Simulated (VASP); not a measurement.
Set up this calculation in VASP 6.6.1, as the native input.

- Task: relaxation of the atoms
- Functional: PBEsol
- Potentials or basis: VASP PAW PBE potentials, release 64 (Ni, Al, F)
- Cutoff: 520 eV
- k mesh: 10 × 10 × 1
- Occupations: gaussian, width 0.1 eV
- Spin: no spin polarisation
- Dipole correction: yes
- Atoms held fixed (from 0): [0, 1, 3]
- Further INCAR settings: ALGO = Normal; EDIFF = 1e-07; NELMDL = -8; IBRION = 2; EDIFFG = -0.03; NSW = 90

The structure of Al3Ni3F lies in POSCAR:

```
Al3Ni3F
1.0
    2.8621655562      0.0000000000      0.0000000000
    0.0000000000      2.8621655562      0.0000000000
    0.0000000000      0.0000000000     26.1554138905
Ni Al F
3 3 1
Selective dynamics
Direct
    0.5000000000      0.5000000000      0.3249805198  F F F
    0.5000000000      0.5000000000      0.4344097021  F F F
    0.5000000000      0.5000000000      0.5461081300  T T T
    0.0000000000      0.0000000000      0.3796951109  F F F
    0.0000000000      0.0000000000      0.4892465214  T T T
    0.0000000000      0.0000000000      0.5974672255  T T T
    0.0000000000      0.5000000000      0.6379942080  T T T
```

These files were run (other wordings do the same):

INCAR

```
PREC = Accurate
ENCUT = 520
EDIFF = 1E-7
ISMEAR = 0
SIGMA = 0.1
LREAL = False
LASPH = True
NELM = 120
ALGO = Normal
ISIF = 2
LWAVE = False
LCHARG = False
LDIPOL = True
IDIPOL = 3
DIPOL = 0.5 0.5 0.487
GGA = PS
IBRION = 2
NSW = 90
EDIFFG = -0.03
GGA_COMPAT = False
NELMIN = 4
NELMDL = -8
KPAR = 4
```

KPOINTS

```
regular mesh
0
Gamma
  10 10 1
```

Potentials or basis: VASP PAW PBE potentials, release 64 (Ni, Al, F).

Run with:

```sh
$ cat potpaw_PBE.64/Ni/POTCAR potpaw_PBE.64/Al/POTCAR potpaw_PBE.64/F/POTCAR > POTCAR
$ mpirun -np 4 vasp_std > vasp.out
```

It gave:

| Item | Value |
| --- | --- |
| Energy gained by relaxing | 50.9 meV/atom |
| Ionic steps | 18 |
| Band gap on the k mesh | zero (bands 23 and 24 overlap by 1.24 eV) |

Caveat: the run has no spin polarisation, though such a crystal can be magnetic.

It took 18 min on 4 MPI ranks on Intel(R) Xeon(R) Platinum 8259CL CPU @ 2.50GHz (Skylake/Cascade Lake), with other jobs on the host, peak memory 0.47 GiB a rank.
